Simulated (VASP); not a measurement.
Here is a VASP 6.6.1 calculation.

Contents of INCAR:

```
PREC = Accurate ; ENCUT = 520
EDIFF = 1E-6 ; ISMEAR = 0
SIGMA = 0.1 ; LREAL = Auto
LASPH = True ; NELM = 60
ALGO = Normal ; ISIF = 2
LWAVE = False ; LCHARG = False
GGA = PS ; NBANDS = 81
```

KPOINTS

```
regular mesh
0
Gamma
  4 3 3
```

Contents of POSCAR:

```
MgZn7O8
1.0
    0.0000000000      0.0000000000     -5.2039603100
    3.2482165000      5.6260760100      0.0000000000
    3.2482165000     -5.6260760100      0.0000000000
Mg Zn O
1 7 8
Direct
    0.5000000000      0.1666666700      0.3333333300
    0.5000000000      0.1666666700      0.8333333300
    0.5000000000      0.6666666700      0.3333333300
    0.5000000000      0.6666666700      0.8333333300
    0.0000000000      0.3333333300      0.6666666700
    0.0000000000      0.3333333300      0.1666666700
    0.0000000000      0.8333333300      0.6666666700
    0.0000000000      0.8333333300      0.1666666700
    0.6209900000      0.3333333300      0.6666666700
    0.6209900000      0.3333333300      0.1666666700
    0.6209900000      0.8333333300      0.6666666700
    0.6209900000      0.8333333300      0.1666666700
    0.1209900000      0.1666666700      0.3333333300
    0.1209900000      0.1666666700      0.8333333300
    0.1209900000      0.6666666700      0.3333333300
    0.1209900000      0.6666666700      0.8333333300
```

Potentials or basis: VASP PAW PBE potentials, release 64 (Mg, Zn, O).

The run is started by

```bash
$ cat potpaw_PBE.64/Mg/POTCAR potpaw_PBE.64/Zn/POTCAR potpaw_PBE.64/O/POTCAR > POTCAR
$ mpirun -np 1 vasp_std > vasp.out
```

Q: Predict the band gap on the k mesh.

A: 0.97 eV, direct.

Q: Predict the largest force.

A: 0.181 eV/Å.

Forces in eV/Å, atoms in the order of the input:
```
Mg   0.000  0.000 -0.133
Zn   0.104  0.060 -0.135
Zn  -0.104  0.060 -0.135
Zn   0.000 -0.120 -0.135
Zn   0.030 -0.017  0.014
Zn   0.000  0.034  0.014
Zn   0.000  0.000 -0.064
Zn  -0.030 -0.017  0.014
O   -0.077  0.045  0.114
O    0.000 -0.089  0.114
O    0.000  0.000  0.061
O    0.077  0.045  0.114
O    0.000  0.000 -0.005
O   -0.018 -0.010  0.055
O    0.018 -0.010  0.055
O    0.000  0.021  0.055
```

Caveat: the PAW data sets were made with another functional, which shifts forces and pressure a little. As with any semilocal functional, this PBEsol gap is likely too small.
